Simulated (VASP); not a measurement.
# Al (Fm-3m) in VASP: notebook, part 2 of 2

VASP 6.6.1.

### Step 3. Relaxation of cell and atoms, LDA

This run uses another cell than the first one, of 16.47 Å³/atom, 1.042 times its volume.

INCAR reads:

```
SYSTEM = Al
  ALGO = Normal
  EDIFF = 1E-7
  EDIFFG = -0.005
  ENCUT = 600
  GGA = CA
  IBRION = 2
  ISIF = 3
  ISMEAR = 0
  LASPH = .TRUE.
  LCHARG = .FALSE.
  LREAL = .FALSE.
  LWAVE = .FALSE.
  NELM = 60
  NSW = 100
  PREC = Accurate
  SIGMA = 0.1
```

KPOINTS reads:

```
k-points
0
G
  18 18 18
  0 0 0
```

POSCAR reads:

```
Al
1.0
    0.0000000000      2.0194648500      2.0194648500
    2.0194648500      0.0000000000      2.0194648500
    2.0194648500      2.0194648500      0.0000000000
Al
1
Direct
    0.0000000000      0.0000000000      0.0000000000
```

Potentials or basis: VASP PAW LDA potentials, release 64 (Al).

Run with:

```sh
> cat potpaw_LDA.64/Al/POTCAR > POTCAR
> mpirun -np 1 vasp_std > vasp.out
```

OUTCAR:

```text
SYSTEM = Al
   EDIFF = 1E-7
   EDIFFG = -0.005
   ENCUT = 600
   GGA = CA
   IBRION = 2
   ISIF = 3
   ISMEAR = 0
   LASPH = .TRUE.
   LREAL = .FALSE.
   NELM = 60
   NSW = 100
   PREC = Accurate

 ion  position               nearest neighbor table
   1  0.000  0.000  0.000-

  LATTYP: Found a face centered cubic cell.
 ALAT       =     4.0389297000

  Lattice vectors:

 A1 = (   0.0000000000,   2.0194648500,   2.0194648500)
 A2 = (   2.0194648500,   0.0000000000,   2.0194648500)
 A3 = (   2.0194648500,   2.0194648500,   0.0000000000)

Analysis of symmetry for initial positions (statically):
=====================================================================
 Subroutine PRICEL returns:
 Original cell was already a primitive cell.

 Routine SETGRP: Setting up the symmetry group for a
 face centered cubic supercell.

 Subroutine GETGRP returns: Found 48 space group operations
 (whereof 48 operations were pure point group operations)
 out of a pool of 48 trial point group operations.

The static configuration has the point symmetry O_h .

Analysis of symmetry for dynamics (positions and initial velocities):
=====================================================================
[... 165 lines left out ...]
  Total       -0.3142501     -0.3142501     -0.3142501     -0.0000000     -0.0000000      0.0000000
  in kB      -30.5665966    -30.5665966    -30.5665966     -0.0000000     -0.0000000      0.0000000
  external PRESSURE =     -30.5665966 kB  Pullay stress =       0.0000000 kB
[... 57 lines left out ...]
--------------------------------------- Ionic step        3  -------------------------------------------

 number of electron       3.0000000 magnetization

 Free energy of the ion-electron system (eV)
  ---------------------------------------------------
  ext. energy  EPLUGINS =         0.00000000
  ---------------------------------------------------
  free energy    TOTEN  =        -4.19021673 eV

  energy without entropy =       -4.18722875  energy(sigma->0) =       -4.18872274

 E-fermi :   8.2278     XC(G=0): -10.5008

 val. band max:        8.2101701442   @ k =  -0.2778   0.2778   0.0556
 cond. band min:       8.2351082680   @ k =  -0.4444   0.3333   0.1111
 fundamental gap:      0.0249381239
 Fermi energy:         8.2278389397

 k-point     1 :       0.0000    0.0000    0.0000
  band No.  band energies     occupation
      1      -3.1576      2.00000
      2      21.0382      0.00000
      3      21.0382      0.00000
      4      21.0382      0.00000
      5      22.6865      0.00000
[... 177 lines left out ...]
 k-point    24 :      -0.2222    0.0556    0.0000
  band No.  band energies     occupation
      1      -1.4748      2.00000
      2      12.1534      0.00000
      3      17.7125      0.00000
      4      20.6049      0.00000
      5      22.3733      0.00000

 [... further k-points ...]

------------------------ aborting loop because EDIFF is reached ----------------------------------------

  FORCE on cell =-STRESS in cart. coord.  units (eV):
  Direction    XX          YY          ZZ          XY          YZ          ZX
  --------------------------------------------------------------------------------------
  -------------------------------------------------------------------------------------
  Total        0.0002366      0.0002366      0.0002366      0.0000000      0.0000000     -0.0000000
  in kB        0.0239648      0.0239648      0.0239648      0.0000000      0.0000000     -0.0000000
  external PRESSURE =       0.0239648 kB  Pullay stress =       0.0000000 kB
[... 16 lines left out ...]
  FREE ENERGIE OF THE ION-ELECTRON SYSTEM (eV)
  ---------------------------------------------------
  free  energy   TOTEN  =        -4.1902167346 eV

  energy  without entropy=       -4.1872287522  energy(sigma->0) =       -4.18872274

 reached required accuracy - stopping structural energy minimisation
```

OSZICAR:

```text
N       E                     dE             d eps       ncg     rms          rms(c)
DAV:   1    -0.169582275758E+01   -0.16958E+01   -0.95327E+02  1990   0.380E+02
DAV:   2    -0.418538855277E+01   -0.24896E+01   -0.23093E+01  2475   0.333E+01
DAV:   3    -0.421254267809E+01   -0.27154E-01   -0.26978E-01  2620   0.378E+00
[... 15 lines left out ...]
       N       E                     dE             d eps       ncg     rms          rms(c)
DAV:   1    -0.419023026932E+01   -0.12988E-03   -0.13841E-03  2445   0.236E-01    0.303E-02
DAV:   2    -0.419022219046E+01    0.80789E-05   -0.84132E-06  2180   0.254E-02    0.120E-02
DAV:   3    -0.419021697420E+01    0.52163E-05   -0.21168E-06  2435   0.874E-03    0.350E-03
DAV:   4    -0.419021673540E+01    0.23880E-06   -0.12465E-07  2200   0.214E-03    0.225E-03
DAV:   5    -0.419021673456E+01    0.83438E-09   -0.12057E-09  1160   0.346E-04
   3 F= -.41902167E+01 E0= -.41887227E+01  d E =-.645678E-02
```

Run time: 7.3 s. Hardware: 1 thread of Intel Xeon 6975P-C (Granite Rapids), shared host; peak memory 0.13 GiB.

Results:

* Free energy: -4.1902 eV
* Relaxed volume: 15.82 Å³/atom
* Relaxed cell: a = 2.818 Å, b = 2.818 Å, c = 2.818 Å, α = 60.00°, β = 60.00°, γ = 60.00°
* Space group after relaxing (to 0.05 Å): Fm-3m (No. 225)
* Energy gained by relaxing: 6.5 meV/atom
* Ionic steps: 3
* Pressure after relaxing: 0.0 GPa

The path:
| step | energy change (eV) | largest force (eV/Å) | pressure (GPa) | volume (Å³) |
| --- | --- | --- | --- | --- |
| 1 | 0.0000 | 0.0000 | -3.06 | 16.47 |
| 2 | -0.0063 | 0.0000 | 0.45 | 15.73 |
| 3 | -0.0065 | 0.0000 | 0.00 | 15.82 |

Final structure:
```xyz
1
Lattice="0.0000 1.9924 1.9924 1.9924 0.0000 1.9924 1.9924 1.9924 0.0000" Properties=species:S:1:pos:R:3 pbc="T T T"
Al    0.0000    0.0000    0.0000
```

### Step 4. Single point, LDA

This run uses another cell than the first one: it holds 27 atoms, not 1.

INCAR reads:

```
SYSTEM = Al
ALGO = Fast
EDIFF = 1E-6
ENCUT = 520
ISIF = 2
ISMEAR = 0
LASPH = .True.
LCHARG = .True.
LELF = .True.
LREAL = Auto
LVHAR = .True.
LWAVE = .False.
NBANDS = 60
NELM = 60
PREC = Accurate
SIGMA = 0.1
```

KPOINTS reads:

```
k-points
0
Gamma
  4 4 4
  0 0 0
```

POSCAR reads:

```
Al
1.0
   -5.9754190399      0.0000000000      5.9754190399
   -5.9754190399     -5.9754190399      0.0000000000
    0.0000000000     -5.9754190399      5.9754190399
Al
27
Direct
    0.0000000000      0.6666666667      0.0000000000
    0.0000000000      0.3333333333      0.0000000000
    0.0000000000      0.0000000000      0.0000000000
    0.0000000000      0.6666666667      0.3333333333
    0.0000000000      0.3333333333      0.3333333333
    0.0000000000      0.0000000000      0.3333333333
    0.0000000000      0.6666666667      0.6666666667
    0.0000000000      0.3333333333      0.6666666667
    0.0000000000      0.0000000000      0.6666666667
    0.3333333333      0.6666666667      0.0000000000
    0.3333333333      0.3333333333      0.0000000000
    0.3333333333      0.0000000000      0.0000000000
    0.3333333333      0.6666666667      0.3333333333
    0.3333333333      0.3333333333      0.3333333333
    0.3333333333      0.0000000000      0.3333333333
    0.3333333333      0.6666666667      0.6666666667
    0.3333333333      0.3333333333      0.6666666667
    0.3333333333      1.0000000000      0.6666666667
    0.6666666667      0.6666666667      0.0000000000
    0.6666666667      0.3333333333      0.0000000000
    0.6666666667      0.0000000000      0.0000000000
    0.6666666667      0.6666666667      0.3333333333
    0.6666666667      0.3333333333      0.3333333333
    0.6666666667      1.0000000000      0.3333333333
    0.6666666667      0.6666666667      0.6666666667
    0.6666666667      0.3333333333      0.6666666667
    0.6666666667      0.0000000000      0.6666666667
```

Run with:

```sh
> cat potpaw_LDA.64/Al/POTCAR > POTCAR
> mpirun -np 1 vasp_std > vasp.out
```

Run time: 2.3 min. Hardware: 1 thread of Intel Xeon 6975P-C (Granite Rapids), shared host; peak memory 0.45 GiB.

The run converged. Its results:

| Quantity | Value |
| --- | --- |
| Free energy | -113.3997 eV |
| Pressure | 0.3 GPa |

Levels at points of the mesh, in eV from the Fermi level:
```
           k point  band 38  band 39  band 40  band 41  band 42  band 43
(0.00, 0.00, 0.00)    -0.98    -0.98     0.57     0.57     0.57     0.57
(0.50, 0.00, 0.00)    -0.59    -0.59    -0.59     1.16     1.16     1.16
(0.50, 0.50, 0.00)    -0.53    -0.53    -0.53     0.90     0.90     0.90
```

### Step 5. Overview

| task | cell | k mesh | cutoff (eV) | gap on the mesh (eV) | pressure (GPa) |
| --- | --- | --- | --- | --- | --- |
| single point | a = 2.817 Å, angles 60.0°, 1 atom | 18 × 18 × 18 | 520 | none | 0.1 |
| relaxation of cell and atoms | relaxed from a = 2.856 Å, angles 60.0°, 1 atom | 18 × 18 × 18 | 600 | none | 0.0 |
| single point | a = 8.451 Å, angles 60.0°, 27 atoms | 4 × 4 × 4 | 520 | none | 0.3 |

Alike in all rows: level LDA; potentials or basis VASP PAW LDA potentials, release 64 (Al); no spin polarisation; smearing gaussian 0.1 eV.

Absolute energies hang on the potentials; compare differences alone.
